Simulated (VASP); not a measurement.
**CuO: single point with PBE+U**

The system is CuO.

```xyz
16
Lattice="3.7619 0.0000 5.5322 0.0000 -4.1521 0.0000 4.5869 0.0000 -4.8710" Properties=species:S:1:pos:R:3 pbc="T T T"
Cu    1.0436    1.0380    0.0826
Cu    0.8374   -1.0380    2.6834
Cu    3.1308   -1.0380    0.2479
Cu    2.9246   -3.1141    2.8487
Cu    5.2180    1.0380    0.4132
Cu    5.0118   -1.0380    3.0140
Cu    7.3052   -1.0380    0.5785
Cu    7.0990   -3.1141    3.1793
O     1.9841   -0.0001    1.4657
O     1.7778    0.0001    4.0665
O     4.0713   -2.0762    1.6310
O     3.8651   -2.0759    4.2318
O     6.1585   -0.0001    1.7963
O     5.9523    0.0001    4.3971
O     8.2457   -2.0762    1.9615
O     8.0395   -2.0759    4.5623
```

| Item | Value |
| --- | --- |
| Program | VASP 6.6.1 |
| Task | single point |
| Functional | PBE |
| Potentials or basis | VASP PAW PBE potentials, release 64 (Cu, O) |
| Cutoff | 520 eV |
| k mesh | 2 × 4 × 2 |
| Occupations | gaussian, width 0.05 eV |
| Spin | collinear spin |
| Starting moments | [1.0, 1.0, 1.0, 1.0, 1.0, 1.0, 1.0, 1.0, 0.0, 0.0, 0.0, 0.0, 0.0, 0.0, 0.0, 0.0] μB |
| Hubbard terms | Cu d U = 4.0 eV |
| Dipole correction | no |
| Further INCAR settings | LREAL = Auto; ALGO = Normal; EDIFF = 1e-07; NBANDS = 86 |

```
Pressure                                              : -2.7 GPa
Net moment                                            : 7.79 μB per cell
Site moments                                          : Cu +0.63; O +0.31 μB
Valence electrons inside the program's atomic spheres : Cu 9.88; O 4.97
```

Stress tensor (GPa, compression positive):
```
-2.61  0.00  0.03
 0.00 -2.56  0.00
 0.03  0.00 -3.01
```

Levels at points of the mesh, in eV from the Fermi level:
Spin up:
| k point | band 68 | band 69 | band 70 | band 71 | band 72 | band 73 | band 74 | band 75 | band 76 | band 77 |
| --- | --- | --- | --- | --- | --- | --- | --- | --- | --- | --- |
| (0.00, 0.00, 0.00) | -1.74 | -1.74 | -0.31 | -0.30 | 0.16 | 1.23 | 2.57 | 4.85 | 4.85 | 4.85 |
| (0.50, 0.00, 0.00) | -1.05 | -0.82 | -0.82 | -0.64 | -0.64 | 2.94 | 2.94 | 3.87 | 3.87 | 5.29 |
| (0.00, 0.50, 0.00) | -1.45 | -0.37 | -0.37 | -0.31 | -0.31 | 3.99 | 3.99 | 4.62 | 4.62 | 5.69 |
| (0.50, 0.50, 0.00) | -1.36 | -0.68 | -0.68 | -0.68 | -0.68 | 4.49 | 4.49 | 4.49 | 4.49 | 5.24 |
| (0.00, 0.00, 0.50) | -1.05 | -0.82 | -0.82 | -0.64 | -0.64 | 2.93 | 2.93 | 3.87 | 3.87 | 5.29 |
| (0.50, 0.00, 0.50) | -1.76 | -0.91 | -0.91 | -0.38 | -0.38 | 3.38 | 3.38 | 3.95 | 3.95 | 4.26 |
| (0.00, 0.50, 0.50) | -1.36 | -0.68 | -0.68 | -0.68 | -0.68 | 4.49 | 4.49 | 4.49 | 4.49 | 5.24 |
| (0.50, 0.50, 0.50) | -1.75 | -0.71 | -0.71 | -0.46 | -0.46 | 3.94 | 3.94 | 4.87 | 4.87 | 4.87 |
Spin down:
| k point | band 62 | band 63 | band 64 | band 65 | band 66 | band 67 |
| --- | --- | --- | --- | --- | --- | --- |
| (0.00, 0.00, 0.00) | -1.86 | -1.84 | -1.58 | -0.20 | 0.53 | 0.53 |
| (0.50, 0.00, 0.00) | -1.95 | -1.93 | -1.93 | 0.16 | 0.16 | 1.06 |
| (0.00, 0.50, 0.00) | -1.97 | -1.91 | -1.91 | 0.57 | 0.57 | 0.81 |
| (0.50, 0.50, 0.00) | -1.85 | -1.85 | -1.85 | 0.78 | 0.78 | 0.78 |
| (0.00, 0.00, 0.50) | -1.95 | -1.93 | -1.93 | 0.16 | 0.16 | 1.06 |
| (0.50, 0.00, 0.50) | -1.97 | -1.56 | -1.56 | 0.58 | 0.58 | 0.77 |
| (0.00, 0.50, 0.50) | -1.85 | -1.85 | -1.85 | 0.78 | 0.78 | 0.78 |
| (0.50, 0.50, 0.50) | -2.20 | -1.44 | -1.44 | 0.53 | 0.53 | 0.53 |

Eigenvalues of the final occupation matrices:
| site | spin | trace | eigenvalues |
| --- | --- | --- | --- |
| site 1 d | 1 | 4.89 | 0.95 0.97 0.97 0.98 1.02 |
| site 1 d | 2 | 4.26 | 0.42 0.94 0.96 0.97 0.97 |
| site 2 d | 1 | 4.89 | 0.95 0.97 0.97 0.98 1.02 |
| site 2 d | 2 | 4.26 | 0.42 0.94 0.96 0.97 0.97 |
| site 3 d | 1 | 4.89 | 0.95 0.97 0.97 0.98 1.02 |
| site 3 d | 2 | 4.26 | 0.42 0.94 0.96 0.97 0.97 |
| site 4 d | 1 | 4.89 | 0.95 0.97 0.97 0.98 1.02 |
| site 4 d | 2 | 4.26 | 0.42 0.94 0.96 0.97 0.97 |
| site 5 d | 1 | 4.89 | 0.95 0.97 0.97 0.98 1.02 |
| site 5 d | 2 | 4.26 | 0.42 0.94 0.96 0.97 0.97 |
| site 6 d | 1 | 4.89 | 0.95 0.97 0.97 0.98 1.02 |
| site 6 d | 2 | 4.26 | 0.42 0.94 0.96 0.97 0.97 |

Wall time 19 min on 1 thread of Intel(R) Xeon(R) Platinum 8488C (Sapphire Rapids), with other jobs on the host, peak memory 0.47 GiB.

Caveat: the k points lie up to 0.48 Å⁻¹ apart.
